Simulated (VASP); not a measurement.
# Al2Ru (Fddd) in VASP: a series of runs, part 2 of 2

VASP 6.6.1. The steps go on from the part before.

## (4) Single point, LDA (13.92 Å³/atom)

Contents of INCAR:

```
SYSTEM = Al2Ru
PREC = Accurate
ENCUT = 520
EDIFF = 1E-6
ISMEAR = 0
SIGMA = 0.03
LREAL = .FALSE.
LASPH = .TRUE.
NELM = 60
ALGO = Fast
ISIF = 2
LWAVE = .FALSE.
LCHARG = .FALSE.
NBANDS = 29
```

Contents of KPOINTS:

```
regular mesh
0
G
  10 10 10
  0 0 0
```

Contents of POSCAR:

```
Al2Ru
1.0
    0.0000000000      4.1327314142      4.5434233575
    2.2243467839      0.0000000000      4.5434233575
    2.2243467839      4.1327314142      0.0000000000
Al Ru
4 2
Direct
    0.0788992938      0.4211007062      0.0788992938
    0.4211007062      0.0788992938      0.4211007062
    0.1711007062      0.8288992938      0.1711007062
    0.8288992938      0.1711007062      0.8288992938
    0.7500000000      0.7500000000      0.7500000000
    0.5000000000      0.5000000000      0.5000000000
```

Potentials or basis: VASP PAW LDA potentials, release 64 (Al, Ru_pv).

Command:

```bash
$ cat potpaw_LDA.64/Al/POTCAR potpaw_LDA.64/Ru_pv/POTCAR > POTCAR
$ mpirun -np 1 vasp_std > vasp.out
```

OUTCAR:

```text
SYSTEM = Al2Ru
   PREC = Accurate
   ENCUT = 520
   EDIFF = 1E-6
   ISMEAR = 0
   LREAL = .FALSE.
   LASPH = .TRUE.
   NELM = 60
   ISIF = 2

 ion  position               nearest neighbor table
   1  0.079  0.421  0.079-   2 2.58   2 2.58   6 2.61   6 2.61   5 2.64   5 2.64   3 2.64   3 2.64
                             5 2.72   2 2.83   4 3.27   4 3.27   4 3.27   4 3.27
   2  0.421  0.079  0.421-   1 2.58   1 2.58   6 2.61   6 2.61   5 2.64   5 2.64   4 2.64   4 2.64
                             5 2.72   1 2.83   3 3.27   3 3.27   3 3.27   3 3.27
   3  0.171  0.829  0.171-   4 2.58   4 2.58   5 2.61   5 2.61   6 2.64   6 2.64   1 2.64   1 2.64
                             6 2.72   4 2.83   2 3.27   2 3.27   2 3.27   2 3.27
   4  0.829  0.171  0.829-   3 2.58   3 2.58   5 2.61   5 2.61   6 2.64   6 2.64   2 2.64   2 2.64
                             6 2.72   3 2.83   1 3.27   1 3.27   1 3.27   1 3.27
   5  0.750  0.750  0.750-   4 2.61   4 2.61   3 2.61   3 2.61   2 2.64   2 2.64   1 2.64   1 2.64
                             1 2.72   2 2.72   6 3.27   6 3.27   6 3.27   6 3.27
   6  0.500  0.500  0.500-   2 2.61   2 2.61   1 2.61   1 2.61   3 2.64   3 2.64   4 2.64   4 2.64
                             3 2.72   4 2.72   5 3.27   5 3.27   5 3.27   5 3.27

  LATTYP: Found a face centered orthorhombic cell.
 ALAT       =     4.4486935678
 B/A-ratio  =     1.8579528355
 C/A-ratio  =     2.0425876893

  Lattice vectors:

 A1 = (   0.0000000000,   4.1327314142,   4.5434233575)
 A2 = (   2.2243467839,   0.0000000000,   4.5434233575)
 A3 = (   2.2243467839,   4.1327314142,   0.0000000000)

Analysis of symmetry for initial positions (statically):
=====================================================================
 Subroutine PRICEL returns:
 Original cell was already a primitive cell.

 Routine SETGRP: Setting up the symmetry group for a
 face centered orthorhombic supercell.

 Subroutine GETGRP returns: Found  8 space group operations
 (whereof  4 operations were pure point group operations)
 out of a pool of  8 trial point group operations.

The static configuration has the point symmetry D_2 .
 The point group associated with its full space group is D_2h.

Analysis of symmetry for dynamics (positions and initial velocities):
=====================================================================
[... 148 lines left out ...]
   LEPSILON=     F    determine dielectric tensor
   LRPA    =     F    only Hartree local field effects (RPA)
 non-spin polarized calculation
 RMM-DIIS sequential band-by-band and
 Gauss-broadening in eV      SIGMA  =   0.03
  energy-cutoff  :      520.00
  volume of cell :       83.53
 maximum number of plane-waves:      2269
 NGX is ok and might be reduce to    48
   NGX = 23   NGY = 19   NGZ = 17

 number of electron      40.0000001 magnetization

 Free energy of the ion-electron system (eV)
  ---------------------------------------------------
  ext. energy  EPLUGINS =         0.00000000
  ---------------------------------------------------
  free energy    TOTEN  =       -41.96951516 eV

  energy without entropy =      -41.96920161  energy(sigma->0) =      -41.96935839

 E-fermi :  10.3452     XC(G=0): -12.0413

 val. band max:       10.3378228230   @ k =  -0.1000   0.3000   0.2000
 cond. band min:      10.3516630785   @ k =   0.2000   0.1000   0.1000
 fundamental gap:      0.0138402555
 Fermi energy:        10.3451990919

 k-point     1 :       0.0000    0.0000    0.0000
  band No.  band energies     occupation
      1     -32.2174      2.00000
      2     -32.1479      2.00000
      3     -32.1324      2.00000
      4     -32.0773      2.00000
      5     -32.0685      2.00000
      6     -32.0622      2.00000
[... 757 lines left out ...]
     28      15.1393      0.00000
     29      16.1538      0.00000

 [... further k-points ...]

------------------------ aborting loop because EDIFF is reached ----------------------------------------

  FORCE on cell =-STRESS in cart. coord.  units (eV):
  Direction    XX          YY          ZZ          XY          YZ          ZX
  --------------------------------------------------------------------------------------
  -------------------------------------------------------------------------------------
  Total        5.5546012     -6.1139413     -7.2676243      0.0000000      0.0000000      0.0000000
  in kB      106.5394837   -117.2678509   -139.3959557      0.0000000      0.0000000      0.0000000
  external PRESSURE =     -50.0414409 kB  Pullay stress =       0.0000000 kB

 VOLUME and BASIS-vectors are now :
 -----------------------------------------------------------------------------
  energy-cutoff  :      520.00
  volume of cell :       83.53
      direct lattice vectors                 reciprocal lattice vectors
     0.000000000  4.132731414  4.543423358    -0.224785094  0.120985361  0.110049177
     2.224346784  0.000000000  4.543423358     0.224785094 -0.120985361  0.110049177
     2.224346784  4.132731414  0.000000000     0.224785094  0.120985361 -0.110049177

 POSITION                                       TOTAL-FORCE (eV/Angst)
 -----------------------------------------------------------------------------------
      1.11217      0.65214      2.27171         0.000000      0.334525     -0.000000
      1.11217      3.48059      2.27171         0.000000     -0.334525     -0.000000
      2.22435      1.41423      4.54342        -0.000000     -0.334525     -0.000000
      2.22435      6.85124      4.54342        -0.000000      0.334525     -0.000000
      3.33652      6.19910      6.81514         0.000000      0.000000      0.000000
      2.22435      4.13273      4.54342         0.000000      0.000000      0.000000
 -----------------------------------------------------------------------------------
    total drift:                               -0.000000     -0.000000     -0.000000

  FREE ENERGIE OF THE ION-ELECTRON SYSTEM (eV)
  ---------------------------------------------------
  free  energy   TOTEN  =       -41.9695151569 eV

  energy  without entropy=      -41.9692016149  energy(sigma->0) =      -41.96935839
```

Run time: 8.2 min. Hardware: 1 thread of Intel Xeon Platinum 8259CL at 2.50GHz (Skylake/Cascade Lake), shared host; peak memory 0.44 GiB.

Results:

```
Free energy            : -41.9695 eV
Pressure               : -5.0 GPa
Largest force          : 0.335 eV/Å
Band gap on the k mesh : zero (bands 20 and 21 overlap by 0.51 eV)
```

Forces in eV/Å, atoms in the order of the input:
```
Al   0.000  0.335  0.000
Al   0.000 -0.335  0.000
Al   0.000 -0.335  0.000
Al   0.000  0.335  0.000
Ru   0.000  0.000  0.000
Ru   0.000  0.000  0.000
```

Caveat: the stress differs along the axes, from -14 to 11 GPa.

## (5) Single point, LDA (13.92 Å³/atom)

Contents of INCAR:

```
PREC = Accurate ; ENCUT = 520
EDIFF = 1E-6 ; ISMEAR = 0
SIGMA = 0.03 ; LREAL = False
LASPH = True ; NELM = 100
ALGO = Fast ; ISIF = 2
LWAVE = False ; LCHARG = False
NBANDS = 29
```

Contents of KPOINTS:

```
Automatic mesh
0
Gamma
  10 10 10
```

Changes to POSCAR since step 4:

```diff
@@ -2,5 +2,5 @@
 1.0
-    0.0000000000      4.1327314142      4.5434233575
-    2.2243467839      0.0000000000      4.5434233575
-    2.2243467839      4.1327314142      0.0000000000
+    0.0000000000      4.0504631759      4.4529796780
+    2.3156210177      0.0000000000      4.4529796780
+    2.3156210177      4.0504631759      0.0000000000
 Al Ru
```

Command:

```bash
$ cat potpaw_LDA.64/Al/POTCAR potpaw_LDA.64/Ru_pv/POTCAR > POTCAR
$ mpirun -np 1 vasp_std > vasp.out
```

Wall time 7.7 min (1 thread of Intel Xeon Platinum 8259CL at 2.50GHz (Skylake/Cascade Lake), shared host); peak memory 0.44 GiB.

It converged, with:

* Free energy: -42.2994 eV
* Pressure: -6.3 GPa
* Largest force: 0.080 eV/Å
* Band gap on the k mesh: zero (bands 20 and 21 overlap by 0.11 eV)

Forces on the atoms (eV/Å):
```
Al   0.000  0.080  0.000
Al   0.000 -0.080  0.000
Al   0.000 -0.080  0.000
Al   0.000  0.080  0.000
Ru   0.000  0.000  0.000
Ru   0.000  0.000  0.000
```

Stress tensor (GPa, compression positive):
```
-1.04  0.00  0.00
 0.00 -8.33  0.00
 0.00  0.00 -9.45
```

Levels at points of the mesh, in eV from the Fermi level:
| k point | band 18 | band 19 | band 20 | band 21 | band 22 | band 23 |
| --- | --- | --- | --- | --- | --- | --- |
| (0.00, 0.00, 0.00) | -1.42 | -1.29 | 0.11 | 1.50 | 2.33 | 2.45 |
| (0.50, 0.00, 0.00) | -2.16 | -1.18 | -0.94 | 0.26 | 0.63 | 1.73 |
| (0.50, 0.50, 0.00) | -1.70 | -1.16 | -1.16 | 2.23 | 2.23 | 2.30 |
| (0.50, 0.00, 0.50) | -2.25 | -1.49 | -1.49 | 1.58 | 1.58 | 2.15 |
| (0.00, 0.50, 0.50) | -2.55 | -1.30 | -1.30 | 0.33 | 0.33 | 4.60 |

Caveat: the stress differs along the axes, from -9 to -1 GPa.

## (6) Summary

| cell | gap on the mesh (eV) | pressure (GPa) | largest force (eV/Å) |
| --- | --- | --- | --- |
| a = 6.204, b = 5.081, c = 4.709 Å, angles 78.5, 53.4, 48.1°, 6 atoms | none | -4.0 | 0.45 |
| a = 6.080, b = 5.038, c = 4.679 Å, angles 77.4, 54.0, 48.7°, 6 atoms | none | -5.8 | 0.21 |
| a = 6.142, b = 5.059, c = 4.693 Å, angles 78.0, 53.7, 48.4°, 6 atoms | none | -5.0 | 0.33 |
| a = 6.020, b = 5.019, c = 4.666 Å, angles 76.8, 54.3, 49.0°, 6 atoms | none | -6.3 | 0.08 |

Alike in all rows: task single point; level LDA; potentials or basis VASP PAW LDA potentials, release 64 (Al, Ru_pv); no spin polarisation; k mesh 10 × 10 × 10; cutoff (eV) 520; smearing gaussian 0.03 eV.

Caveats: the stress differs along the axes, from -16 to 16 GPa (at least some runs); the stress differs along the axes, from -12 to 5 GPa (at least some runs); the stress differs along the axes, from -14 to 11 GPa (at least some runs); the stress differs along the axes, from -9 to -1 GPa (at least some runs).

Total energies depend on the potentials used, so only differences within one code and one set of settings carry meaning.

The gap in the log of VASP goes by the Fermi energy; the results here count the filled bands.